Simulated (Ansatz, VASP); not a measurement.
**One calculation of MnS, two programs**

File POSCAR:

```
MnS
1.0
    0.0000000000      2.6045000000      2.6045000000
    2.6045000000      0.0000000000      2.6045000000
    2.6045000000      2.6045000000      0.0000000000
Mn S
1 1
Direct
    0.0000000000      0.0000000000      0.0000000000
    0.5000000000      0.5000000000      0.5000000000
```

File INCAR.step1:

```
SYSTEM = MnS
ALGO     = Normal         ! electronic algorithm
EDIFF    = 1E-4           ! SCF threshold, eV
ENCUT    = 520            ! plane-wave cutoff, eV
GGA      = PE             ! functional
ISMEAR   = 1              ! smearing method
ISPIN    = 2              ! spin polarisation
LASPH    = .True.         ! aspherical terms in the spheres
LCHARG   = .False.        ! write CHGCAR
LDAU     = .True.         ! DFT+U
LDAUJ    = 0 0          
LDAUL    = 2 -1           ! shell
LDAUTYPE = 2            
LDAUU    = 6.2 0          ! U, eV
LMAXMIX  = 4              ! l up to which the mixer works
LREAL    = .False.        ! projectors in reciprocal space
LWAVE    = .True.         ! write WAVECAR
MAGMOM   = 2 3            ! initial moments
NBANDS   = 20             ! bands
NELM     = 150            ! most SCF steps
PREC     = Accurate       ! precision mode
SIGMA    = 0.025          ! smearing width, eV
```

Contents of INCAR.step2:

```
SYSTEM = MnS
ALGO     = Normal         ! electronic algorithm
EDIFF    = 1E-6           ! SCF threshold, eV
ENCUT    = 520            ! plane-wave cutoff, eV
ISIF     = 2              ! what is computed and relaxed
ISMEAR   = 1              ! smearing method
ISPIN    = 2              ! spin polarisation
ISTART   = 1            
IVDW     = 13             ! dispersion correction
LASPH    = .True.         ! aspherical terms in the spheres
LCHARG   = .False.        ! write CHGCAR
LDAU     = .True.         ! DFT+U
LDAUJ    = 0 0          
LDAUL    = 2 -1           ! shell
LDAUPRINT= 1            
LDAUTYPE = 2            
LDAUU    = 6.2 0          ! U, eV
LMAXMIX  = 4              ! l up to which the mixer works
LMIXTAU  = .True.       
LORBIT   = 11             ! projections on sites
LREAL    = .False.        ! projectors in reciprocal space
LWAVE    = .False.        ! write WAVECAR
MAGMOM   = 2 3            ! initial moments
METAGGA  = R2SCAN         ! meta-GGA
NBANDS   = 20             ! bands
NELM     = 150            ! most SCF steps
PREC     = Accurate       ! precision mode
SIGMA    = 0.025          ! smearing width, eV
VDW_A1   = 0.51559235   
VDW_A2   = 5.77342911   
VDW_S6   = 1.0          
VDW_S8   = 0.6018749
```

The input KPOINTS:

```
k-points
0
Gamma
  9 9 9
  0 0 0
```

The input input.yaml:

```yaml
crystal:
  lattice:
    - [0.0, 2.6045, 2.6045]
    - [2.6045, 0.0, 2.6045]
    - [2.6045, 2.6045, 0.0]
  atoms:
    - { symbol: Mn, position: [0.0, 0.0, 0.0], spin: 2.0 }
    - { symbol: S, position: [0.5, 0.5, 0.5], spin: 3.0 }
hamiltonian:
  xc: r2scan
  pseudopotentials: { kind: paw, source: ansatz }
  dispersion: d4
  hubbard: { sites: [{ species: Mn, l: d, u_eff: 6.2 }] }
magnetization:
  spin_polarized: true
kpoints:
  mp_grid: { grid: [9, 9, 9] }
  band_path:
    path:
      - [[0.0, 0.0, 0.0], [0.5, 0.0, 0.5], [0.5, 0.25, 0.75], [0.375, 0.375, 0.75], [0.0, 0.0, 0.0], [0.5, 0.5, 0.5], [0.625, 0.25, 0.625], [0.5, 0.25, 0.75], [0.5, 0.5, 0.5], [0.375, 0.375, 0.75]]
      - [[0.625, 0.25, 0.625], [0.5, 0.0, 0.5]]
    npoints: 14
scf:
  occupations: { method: methfessel_paxton, width: 0.025 }
  n_extra_bands: 6
output:
  forces: true
  stress: true
  eigenvalues: true
  fatbands: false
```

Alike in both runs: functional r2SCAN; dispersion D4; k mesh 9 × 9 × 9; occupations methfessel-paxton of order 1, width 0.025 eV; collinear spin; Hubbard terms Mn d U = 6.2 eV.

|  | VASP | Ansatz |
| --- | --- | --- |
| version | VASP 6.6.1 | Ansatz 0.2.0 |
| potentials or method | VASP PAW PBE potentials, release 64 (Mn_pv, S) | Ansatz PAW earlier set |
| plane-wave cutoff (eV) | 520 | 720 |
| valence electrons in the cell | 19 | 21 |
| task | single point | band structure |

|  | VASP | Ansatz | Ansatz less VASP |
| --- | --- | --- | --- |
| gap on the k mesh at the Fermi level (eV) | 1.93 | 1.65 | -0.283 |
| least direct gap on the mesh (eV) | 3.90 | 3.79 | -0.110 |
| pressure (GPa) | 4.4 | 5.4 | +1.02 |
| net moment per atom (μB) | 2.50 | 2.50 | 0.000 |
| size of the moment on the site where the two differ most (μB) | 4.71 | 4.60 | -0.106 |

VASP's potentials were made for PBE, not for r2SCAN. Site moments also hang on the region over which each program counts them. The programs project onto different local orbitals, so the same U acts differently, and such runs can settle in different states. VASP's potentials hold 19 valence electrons a cell and Ansatz's 21, so a difference there can come from the potentials and not from the codes.

Noted on Ansatz's run: the magnetic or orbital state may not be the lowest; the k mesh misses the band edges, so the gap on the mesh is wider than the one along the path.
